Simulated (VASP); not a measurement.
Set up this calculation in VASP 6.6.1, as the native input.

| Item | Value |
| --- | --- |
| Task | single point |
| Functional | PBE |
| Potentials or basis | VASP PAW PBE potentials, release 64 (Sc_sv, Al) |
| Cutoff | 520 eV |
| k mesh | 14 × 14 × 14 |
| Occupations | gaussian, width 0.15 eV |
| Spin | no spin polarisation |
| Dipole correction | no |
| Further INCAR settings | ALGO = Fast; EDIFF = 1e-07; NBANDS = 18 |

The structure of ScAl3 lies in POSCAR:

```
ScAl3
1.0
    4.3445374054      1.0861343513      1.0861343513
    1.0861343513      4.3445374054      1.0861343513
    1.0861343513      1.0861343513      4.3445374054
Sc Al
1 3
Direct
    0.0000000000      0.0000000000      0.0000000000
    0.5000000000      0.0000000000      0.5000000000
    0.0000000000      0.5000000000      0.5000000000
    0.5000000000      0.5000000000      0.0000000000
```

This cell differs from its parent crystal: ratio of the length along [111] to the lengths across it x 2.0, volume and fractional coordinates fixed.

These files were run (other wordings do the same):

INCAR

```
SYSTEM = ScAl3
PREC = Accurate
ENCUT = 520
EDIFF = 1E-7
ISMEAR = 0
SIGMA = 0.15
LREAL = .False.
LASPH = .True.
NELM = 100
ALGO = Fast
ISIF = 2
LWAVE = .False.
LCHARG = .False.
GGA = PE
NBANDS = 18
```

KPOINTS

```
regular mesh
0
Gamma
  14 14 14
  0 0 0
```

Potentials or basis: VASP PAW PBE potentials, release 64 (Sc_sv, Al).

Run with:

```sh
$ cat potpaw_PBE.64/Sc_sv/POTCAR potpaw_PBE.64/Al/POTCAR > POTCAR
$ mpirun -np 1 vasp_std > vasp.out
```

Results of the run:

| Property | Result |
| --- | --- |
| Pressure | 59.7 GPa |
| Band gap on the k mesh | zero (bands 10 and 11 overlap by 1.18 eV) |

Caveat: the cell stands under pressure.

Run time: 16 min on 1 thread of Oxide Virtual Turin-like Processor, on a shared host, peak memory 0.43 GiB.
